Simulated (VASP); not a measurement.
Wanted: the native input for a VASP 6.6.1 run.

- Task: single point
- Functional: PBEsol
- Potentials or basis: VASP PAW PBE potentials, release 64 (Ba_sv)
- Cutoff: 520 eV
- k mesh: 14 × 14 × 14
- Occupations: gaussian, width 0.15 eV
- Spin: no spin polarisation
- Dipole correction: no
- Further INCAR settings: ALGO = Fast; EDIFF = 1e-06; NBANDS = 11

The structure of Ba lies in POSCAR:

```
Ba
1.0
   -2.4000000000      2.4000000000      2.6000000000
    2.4000000000     -2.4000000000      2.6000000000
    2.4000000000      2.4000000000     -2.6000000000
Ba
1
Direct
    0.0000000000      0.0000000000      0.0000000000
```

This cell differs from its parent crystal: strain -0.040 along x and y, +0.040 along z.

These files were run (other wordings do the same):

INCAR

```
ALGO = Fast ; EDIFF = 1E-6
ENCUT = 520 ; GGA = PS
ISIF = 2 ; ISMEAR = 0
LASPH = True ; LCHARG = False
LREAL = False ; LWAVE = False
NBANDS = 11 ; NELM = 100
PREC = Accurate ; SIGMA = 0.15
```

KPOINTS

```
k-points
0
Gamma
  14 14 14
```

Potentials or basis: VASP PAW PBE potentials, release 64 (Ba_sv).

The run is started by

```console
$ cat potpaw_PBE.64/Ba_sv/POTCAR > POTCAR
$ mpirun -np 1 vasp_std > vasp.out
```

Results of the run:

```yaml
Pressure: -0.2 GPa
Band_gap_on_the_k_mesh: zero (bands 5 and 6 overlap by 0.95 eV)
```

Caveat: the cell differs from its parent crystal (strain -0.040 along x and y, +0.040 along z); the PAW data sets were made with another functional, which shifts forces and pressure a little; spin-orbit coupling is left out, which moves the levels of the heavy elements.

Run time: 92 s on 1 thread of Intel Xeon 8259CL (shared host), peak memory 0.3 GiB.
